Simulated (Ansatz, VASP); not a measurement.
# InSb3 in VASP and in Ansatz

```
CELL_PARAMETERS angstrom
5.20433 0.00000 0.00000
0.00000 5.20433 0.00000
0.00000 0.00000 4.33833
ATOMIC_POSITIONS crystal
In 0.00000 0.00000 0.00000
Sb 0.50000 0.00000 0.50000
Sb 0.00000 0.50000 0.50000
Sb 0.50000 0.50000 0.00000
```

Alike in both runs: task single point; functional PBE; k mesh 10 × 10 × 10; occupations gaussian, width 0.15 eV; no spin polarisation.

```csv
,VASP,Ansatz
version,VASP 6.6.1,Ansatz 0.2.0
potentials or method,"VASP PAW PBE potentials, release 64 (In_d, Sb), cutoff 520 eV","scalar-relativistic, plane waves, PAW"
valence electrons in the cell,28,58
```

Ansatz gave:

| Quantity | Value |
| --- | --- |
| gap on the k mesh at the Fermi level (eV) | none |
| pressure (GPa) | -2.6 |
| traceless stress, the component that is largest in VASP (GPa) | -0.50 |

Estimate VASP's values.

gap on the k mesh at the Fermi level (eV): none; pressure (GPa): -2.7; traceless stress, the component that is largest in VASP (GPa): -0.50.

A gap of «none» marks a metal or a gap that the smearing closes. The functional is the same, so the differences come from potentials, cutoffs and numerics. VASP's potentials hold 28 valence electrons a cell and Ansatz's 58, so a difference there can come from the potentials and not from the codes.

Spin-orbit coupling is off throughout.
